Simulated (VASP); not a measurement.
Input of a VASP 6.6.1 run:

File INCAR:

```
  ALGO = Normal
  EDIFF = 1E-8
  ENCUT = 520
  GGA = PS
  ISIF = 2
  ISMEAR = -1
  LASPH = True
  LCHARG = False
  LEFG = True
  LREAL = False
  LWAVE = False
  NBANDS = 11
  NELM = 100
  PREC = Accurate
  SIGMA = 0.03
```

KPOINTS

```
k-points
0
Gamma
  10 10 10
```

The input POSCAR:

```
MgS
1.0
    0.0000000000      2.6188799723      2.6188799723
    2.6188799723      0.0000000000      2.6188799723
    2.6188799723      2.6188799723      0.0000000000
Mg S
1 1
Direct
    0.0000000000      0.0000000000      0.0000000000
    0.5000000000      0.5000000000      0.5000000000
```

Potentials or basis: VASP PAW PBE potentials, release 64 (Mg, S).

Command:

```bash
$ cat potpaw_PBE.64/Mg/POTCAR potpaw_PBE.64/S/POTCAR > POTCAR
$ mpirun -np 1 vasp_std > vasp.out
```

Question: Predict the pressure.

Answer: -2.5 GPa.

Question: Predict the band gap on the k mesh.

Answer: 2.66 eV, indirect (least direct gap 3.44 eV).

Caveat: without QUAD_EFG the Cq values of the log hold for a quadrupole moment of 1 mb, not for the nuclei; the PAW data sets were made with another functional, which shifts forces and pressure a little. A k mesh can miss the band edges.
